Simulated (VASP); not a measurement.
GaP (rocksalt type): single point with PBE

Crystal: GaP (rocksalt type).

```
Ga P
1.0
     0.00000    2.51845    2.51845
     2.51845    0.00000    2.51845
     2.51845    2.51845    0.00000
Ga P
1 1
Direct
  0.00000 0.00000 0.00000
  0.50000 0.50000 0.50000
```

* Program: VASP 6.6.1
* Task: single point
* Functional: PBE
* Potentials or basis: VASP PAW PBE potentials, release 64 (Ga_d, P)
* Cutoff: 520 eV
* k mesh: 14 × 14 × 14
* Occupations: fermi-dirac, width 0.1 eV
* Spin: no spin polarisation
* Dipole correction: no
* Further INCAR settings: ALGO = Normal; EDIFF = 1e-06; NBANDS = 16

```yaml
Pressure: 7.6 GPa
Band_gap_on_the_k_mesh: zero (band 9 reaches 7.82 eV, above the bottom of band 10 at 4.36 eV)
```

Levels at points of the mesh, in eV from the Fermi level:
```
           k point  band 5  band 6  band 7  band 8  band 9  band 10  band 11  band 12  band 13  band 14
(0.00, 0.00, 0.00)  -14.77  -13.84   -0.04   -0.04   -0.04     2.17     7.02     7.02     7.02     9.05
(0.50, 0.00, 0.00)  -14.71  -10.81   -8.28    0.15    0.15     2.95     2.95     3.23     5.67    12.88
(0.50, 0.50, 0.00)  -14.68   -9.54   -6.36   -3.09   -2.94    -2.94     3.15    11.58    11.58    12.96
```

It took 74 s on 1 thread of Intel Xeon 8259CL, on a shared host, peak memory 0.19 GiB.
